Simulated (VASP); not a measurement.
**B: single point with PBE**

B:

```
B
1.0
     2.58376   -1.44244    0.00000
     2.58376    1.44244    0.00000
    -1.73355    0.00000    5.69193
B
6
Cartesian
  4.3324 0.0000 0.0218
  -0.0058 0.0000 3.2454
  3.4212 0.0000 4.1056
  0.0128 0.0000 1.5863
  3.4398 0.0000 2.4465
  -0.8985 0.0000 5.6701
```

| Quantity | Value |
| --- | --- |
| Program | VASP 6.6.1 |
| Task | single point |
| Functional | PBE |
| Potentials or basis | VASP PAW PBE potentials, release 64 (B) |
| Cutoff | 500 eV |
| k mesh | 8 × 8 × 4 |
| Occupations | gaussian, width 0.1 eV |
| Spin | no spin polarisation |
| Dipole correction | no |
| Further INCAR settings | ALGO = Normal; EDIFF = 1e-06; NBANDS = 18 |

The pressure is 0.0 GPa and the largest force is 0.310 eV/Å. The band gap on the k mesh is zero (bands 9 and 10 overlap by 3.78 eV).

Forces in eV/Å, atoms in the order of the input:
```
B    0.307  0.000  0.047
B    0.024  0.000  0.019
B    0.029  0.000  0.047
B   -0.029  0.000 -0.047
B   -0.024  0.000 -0.019
B   -0.307  0.000 -0.047
```

Stress tensor (GPa, compression positive):
```
-0.18  0.00  0.58
 0.00  0.53  0.00
 0.58  0.00 -0.35
```

Levels at points of the mesh, in eV from the Fermi level:
```
           k point  band 7  band 8  band 9  band 10  band 11  band 12
(0.00, 0.00, 0.00)   -1.05    0.47    1.43     2.21     2.79     5.23
(0.50, 0.00, 0.00)   -4.53   -2.69   -2.65     0.13     3.41     3.58
(0.50, 0.50, 0.00)   -4.39   -2.24   -1.18     0.35     1.61     3.65
(0.00, 0.00, 0.50)   -1.06    1.32    2.05     3.83     4.12     4.18
(0.50, 0.00, 0.50)   -4.57   -2.63   -2.49    -0.08     3.38     3.42
(0.50, 0.50, 0.50)   -4.01   -2.65   -2.39     3.14     3.52     3.88
```

Run time: 82 s on 1 thread of Intel Xeon 8259CL, on a shared host, peak memory 0.18 GiB.
